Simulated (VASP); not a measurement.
# HfB (Fm-3m) in VASP: notebook

The runs below take HfB through relaxation of cell and atoms, with PBEsol.

Program: VASP 6.6.1. These are calculated values, not measurements. Logs are shortened: lines on timing, memory, paths and dates and some standing lists are left out, and cuts for length are marked.

## Step 1: The cell of the first run

It takes space group Fm-3m (No. 225, cubic). Conventional cell: a = 4.581 Å, b = 4.581 Å, c = 4.581 Å, α = 90.00°, β = 90.00°, γ = 90.00°. Hf (site symmetry m-3m) has 6 B at 2.29 Å within 3.0 Å. B (site symmetry m-3m) has 6 Hf at 2.29 Å within 3.0 Å.

## Step 2: Relaxation of cell and atoms, PBEsol, target pressure 30 GPa, at which the enthalpy is minimised

Contents of INCAR:

```
ALGO = Normal ; EDIFF = 1E-7
EDIFFG = -0.008 ; ENCUT = 500
GGA = PS ; GGA_COMPAT = False
IBRION = 2 ; ISIF = 3
ISMEAR = 0 ; LASPH = True
LCHARG = False ; LREAL = False
LWAVE = False ; NELM = 120
NELMIN = 4 ; NSW = 70
PREC = Accurate ; PSTRESS = 300.0
SIGMA = 0.1
```

Contents of KPOINTS:

```
k-points
0
Gamma
  16 16 16
```

Contents of POSCAR:

```
HfB
1.0
    0.0000000000      2.2904821022      2.2904821022
    2.2904821022      0.0000000000      2.2904821022
    2.2904821022      2.2904821022      0.0000000000
Hf B
1 1
Direct
    0.5000000000      0.5000000000      0.5000000000
    0.0000000000      0.0000000000      0.0000000000
```

Potentials or basis: VASP PAW PBE potentials, release 64 (Hf_pv, B).

The run is started by

```console
$ cat potpaw_PBE.64/Hf_pv/POTCAR potpaw_PBE.64/B/POTCAR > POTCAR
$ mpirun -np 1 vasp_std > vasp.out
```

OUTCAR:

```text
EDIFF = 1E-7
   EDIFFG = -0.008
   ENCUT = 500
   GGA = PS
   IBRION = 2
   ISIF = 3
   ISMEAR = 0
   LASPH = True
   LREAL = False
   NELM = 120
   NELMIN = 4
   NSW = 70
   PREC = Accurate
   PSTRESS = 300.0

 ion  position               nearest neighbor table
   1  0.500  0.500  0.500-   2 2.29   2 2.29   2 2.29   2 2.29   2 2.29   2 2.29
   2  0.000  0.000  0.000-   1 2.29   1 2.29   1 2.29   1 2.29   1 2.29   1 2.29

  LATTYP: Found a face centered cubic cell.
 ALAT       =     4.5809642044

  Lattice vectors:

 A1 = (   0.0000000000,   2.2904821022,   2.2904821022)
 A2 = (   2.2904821022,   0.0000000000,   2.2904821022)
 A3 = (   2.2904821022,   2.2904821022,   0.0000000000)

Analysis of symmetry for initial positions (statically):
=====================================================================
 Subroutine PRICEL returns:
 Original cell was already a primitive cell.

 Routine SETGRP: Setting up the symmetry group for a
 face centered cubic supercell.

 Subroutine GETGRP returns: Found 48 space group operations
 (whereof 48 operations were pure point group operations)
 out of a pool of 48 trial point group operations.

The static configuration has the point symmetry O_h .

Analysis of symmetry for dynamics (positions and initial velocities):
=====================================================================
 Subroutine PRICEL returns:
 Original cell was already a primitive cell.

 Routine SETGRP: Setting up the symmetry group for a
 face centered cubic supercell.

 Subroutine GETGRP returns: Found 48 space group operations
 (whereof 48 operations were pure point group operations)
 out of a pool of 48 trial point group operations.

The dynamic configuration has the point symmetry O_h .

 Subroutine INISYM returns: Found 48 space group operations
 (whereof 48 operations are pure point group operations),
 and found     1 'primitive' translations

----------------------------------------------------------------------------------------

                                     Primitive cell

  volume of cell :      24.0332

  direct lattice vectors                    reciprocal lattice vectors
     0.000000000  2.290482102  2.290482102    -0.218294655  0.218294655  0.218294655
     2.290482102  0.000000000  2.290482102     0.218294655 -0.218294655  0.218294655
     2.290482102  2.290482102  0.000000000     0.218294655  0.218294655 -0.218294655

  length of vectors
     3.239230853  3.239230853  3.239230853     0.378097433  0.378097433  0.378097433

  position of ions in fractional coordinates (direct lattice)
     0.500000000  0.500000000  0.500000000
     0.000000000  0.000000000  0.000000000

  ion indices of the primitive-cell ions
   primitive index   ion index
                 1           1
                 2           2

----------------------------------------------------------------------------------------

 KPOINTS: k-points

Automatic generation of k-mesh.
 Grid dimensions read from file:
 generate k-points for:   16   16   16

 Generating k-lattice:

  Cartesian coordinates                     Fractional coordinates (reciprocal lattice)
    -0.013643416  0.013643416  0.013643416     0.062500000  0.000000000  0.000000000
     0.013643416 -0.013643416  0.013643416     0.000000000  0.062500000  0.000000000
     0.013643416  0.013643416 -0.013643416     0.000000000  0.000000000  0.062500000

  Length of vectors
     0.023631090  0.023631090  0.023631090

  Shift w.r.t. Gamma in fractional coordinates (k-lattice)
     0.000000000  0.000000000  0.000000000

 Subroutine IBZKPT returns following result:
 ===========================================

 Found    145 irreducible k-points:

 Following reciprocal coordinates:
            Coordinates               Weight
  0.000000  0.000000  0.000000      1.000000
  0.062500  0.000000  0.000000      8.000000
  0.125000  0.000000  0.000000      8.000000
  0.187500  0.000000  0.000000      8.000000
  0.250000  0.000000  0.000000      8.000000
  0.312500  0.000000  0.000000      8.000000
[... 16 lines left out ...]
 -0.125000  0.062500  0.000000     24.000000
 -0.062500  0.062500  0.000000     12.000000
 [... further k-points ...]
   k-points           NKPTS =    145   k-points in BZ     NKDIM =    145   number of bands    NBANDS=     10
   number of dos      NEDOS =    301   number of ions     NIONS =      2
   total plane-waves  NPLWV =  13824
   dimension x,y,z NGX =    24 NGY =   24 NGZ =   24
   dimension x,y,z NGXF=    48 NGYF=   48 NGZF=   48
   ions per type =               1   1
   NGX,Y,Z   is equivalent  to a cutoff of  12.32, 12.32, 12.32 a.u.
   NGXF,Y,Z  is equivalent  to a cutoff of  24.63, 24.63, 24.63 a.u.
 SYSTEM =  unknown system
   PREC   = accura    normal or accurate (medium, high low for compatibility)
   ISTART =      0    job   : 0-new  1-cont  2-samecut
   ICHARG =      2    charge: 1-file 2-atom 10-const
   ISPIN  =      1    spin polarized calculation?
   LNONCOLLINEAR =      F non collinear calculations
   LSORBIT =      F    spin-orbit coupling
   LASPH  =      T    aspherical Exc in radial PAW
   ENCUT  =  500.0 eV  36.75 Ry    6.06 a.u.   5.91  5.91  5.91*2*pi/ulx,y,z
   NELM   =    120;   NELMIN=  4; NELMDL= -5     # of ELM steps
   EDIFF  = 0.1E-06   stopping-criterion for ELM
   LREAL  =      F    real-space projection
   EDIFFG = -.8E-02   stopping-criterion for IOM
   NSW    =     70    number of steps for IOM
   IBRION =      2    ionic relax: 0-MD 1-quasi-New 2-CG
   NFREE  =      1    steps in history (QN), initial steepest desc. (CG)
   ISIF   =      3    stress and relaxation
   ISYM   =      2    0-nonsym 1-usesym 2-fastsym
   POTIM  = 0.5000    time-step for ionic-motion
   TEBEG  =    0.0;   TEEND  =   0.0 temperature during run
   PSTRESS=  300.0 pullay stress
   NELECT =      13.0000    total number of electrons
   NUPDOWN=      -1.0000    fix difference up-down
   EMIN   =  10.00;   EMAX   =-10.00  energy-range for DOS
   EFERMI =   0.00;   METHOD = LEGACY
   ISMEAR =     0;   SIGMA  =   0.10  broadening in eV -4-tet -1-fermi 0-gaus
   EFERMI_NEDOS =   21; number of points for ismear=-14 and -15
   IALGO  =     38    algorithm
   IMIX   =      4    mixing-type and parameters
     AMIX     =   0.40;   BMIX     =  1.00
     AMIX_MAG =   1.60;   BMIX_MAG =  1.00
  volume/ion in A,a.u.               =      12.02        81.09
  Fermi-wavevector in a.u.,A,eV,Ry     =   1.333887  2.520681 24.208228  1.779255
  Thomas-Fermi vector in A             =   2.462711
   LORBIT       =      0    0 simple, 1 ext, 2 COOP (PROOUT), +10 PAW based schemes
   GGA     = PS    functional components
   LHFCALC =     F    Hartree Fock is set to
   AEXX    =    0.0000 exact exchange contribution
   IVDW    =     0    specifies the selected vdW correction
   LEPSILON=     F    determine dielectric tensor
   LRPA    =     F    only Hartree local field effects (RPA)
 conjugate gradient relaxation of ions
 non-spin polarized calculation
 Gauss-broadening in eV      SIGMA  =   0.10
  energy-cutoff  :      500.00
  volume of cell :       24.03
 maximum number of plane-waves:       620
   NGX = 11   NGY = 11   NGZ = 11

--------------------------------------- Ionic step        1  -------------------------------------------

 number of electron      13.0000002 magnetization

 Free energy of the ion-electron system (eV)
  ---------------------------------------------------
  ext. energy  EPLUGINS =         0.00000000
  ---------------------------------------------------
  free energy    TOTEN  =       -18.10211847 eV

  energy without entropy =      -18.09781345  energy(sigma->0) =      -18.09996596

------------------------ aborting loop because EDIFF is reached ----------------------------------------

  FORCE on cell =-STRESS in cart. coord.  units (eV):
  Direction    XX          YY          ZZ          XY          YZ          ZX
  --------------------------------------------------------------------------------------
  -------------------------------------------------------------------------------------
  Total        4.7787928      4.7787928      4.7787928      0.0000000     -0.0000000      0.0000000
  in kB      318.5796878    318.5796878    318.5796878      0.0000000     -0.0000000      0.0000000
  external PRESSURE =      18.5796878 kB  Pullay stress =     300.0000000 kB
[... 61 lines left out ...]
  enthalpy is  TOTEN    =       -13.5987036752 eV   P V=        4.5914607869

--------------------------------------- Ionic step        3  -------------------------------------------

 number of electron      13.0000002 magnetization

 Free energy of the ion-electron system (eV)
  ---------------------------------------------------
  ext. energy  EPLUGINS =         0.00000000
  ---------------------------------------------------
  free energy    TOTEN  =       -18.13139041 eV

  energy without entropy =      -18.12710429  energy(sigma->0) =      -18.12924735

 E-fermi :   5.1320     XC(G=0): -12.4946

 val. band max:        5.1011673784   @ k =  -0.4375   0.3125   0.0625
 cond. band min:       5.1357887143   @ k =   0.5000   0.2500   0.0000
 fundamental gap:      0.0346213359
 Fermi energy:         5.1320418306

 k-point     1 :       0.0000    0.0000    0.0000
  band No.  band energies     occupation
      1     -23.0293      2.00000
      2     -23.0293      2.00000
      3     -23.0293      2.00000
      4      -4.5024      2.00000
      5       7.2901      0.00000
      6       7.2901      0.00000
      7       7.2901      0.00000
      8       9.1770      0.00000
      9       9.1770      0.00000
     10       9.1770      0.00000
[... 287 lines left out ...]
 k-point    24 :      -0.0625    0.0625    0.0000
  band No.  band energies     occupation
      1     -23.1064      2.00000
      2     -23.0513      2.00000
      3     -23.0317      2.00000
      4      -4.1930      2.00000
      5       6.5338      0.00000
      6       6.6545      0.00000
      7       7.1238      0.00000
      8       7.4621      0.00000
      9       8.6625      0.00000
     10       9.7816      0.00000

 [... further k-points ...]
[... 5 lines left out ...]
  --------------------------------------------------------------------------------------
  -------------------------------------------------------------------------------------
  Total        4.5284927      4.5284927      4.5284927     -0.0000000      0.0000000     -0.0000000
  in kB      299.9997869    299.9997869    299.9997869     -0.0000000      0.0000000     -0.0000000
  external PRESSURE =      -0.0002131 kB  Pullay stress =     300.0000000 kB
[... 17 lines left out ...]
  FREE ENERGIE OF THE ION-ELECTRON SYSTEM (eV)
  ---------------------------------------------------
  free  energy   TOTEN  =       -18.1313904125 eV

  energy  without entropy=      -18.1271042859  energy(sigma->0) =      -18.12924735

  enthalpy is  TOTEN    =       -13.6028945220 eV   P V=        4.5284958905

 reached required accuracy - stopping structural energy minimisation
```

Wall time 58 s (1 thread of AMD EPYC 7R13 (Zen 3), shared host); peak memory 0.15 GiB.

What came out:

* Free energy: -18.1314 eV
* Relaxed volume: 12.09 Å³/atom
* Relaxed cell: a = 3.246 Å, b = 3.246 Å, c = 3.246 Å, α = 60.00°, β = 60.00°, γ = 60.00°
* Space group after relaxing (to 0.1 Å): Fm-3m (No. 225)
* Energy change on relaxing (the run minimises the enthalpy): -14.6 meV/atom
* Ionic steps: 3
* Pressure after relaxing: 30.0 GPa
* Band gap on the k mesh: zero (an odd number of electrons rules out a gap without spin polarisation)

Step by step:
```tsv
step	energy change (eV)	largest force (eV/Å)	pressure (GPa)	volume (Å³)
1	0.0000	0.0000	31.86	24.03
2	-0.0880	0.0000	26.06	24.52
3	-0.0293	0.0000	30.00	24.18
```

Final structure:
```
Hf B
1.0
     0.00000    2.29529    2.29529
     2.29529    0.00000    2.29529
     2.29529    2.29529    0.00000
Hf B
1 1
Cartesian
  2.2953 2.2953 2.2953
  0.0000 0.0000 0.0000
```

Levels at points of the mesh, in eV from the Fermi level:
```csv
k point,band 5,band 6,band 7,band 8,band 9,band 10
"(0.00, 0.00, 0.00)",2.16,2.16,2.16,4.04,4.04,4.04
"(0.50, 0.00, 0.00)",-3.93,-1.43,-1.43,6.62,6.62,7.72
"(0.50, 0.50, 0.00)",-1.21,-0.84,2.46,2.46,6.35,8.04
```

Caveat: the cell is relaxed towards a set pressure, so the run minimises the enthalpy, not the energy; the PAW data sets were made with another functional, which shifts forces and pressure a little; spin-orbit coupling is left out, which moves the levels of the heavy elements. Zero-point motion and thermal expansion aren't in these numbers.

(Continued in part 2 of 4.)

The gap in the log of VASP goes by the Fermi energy; the results here count the filled bands.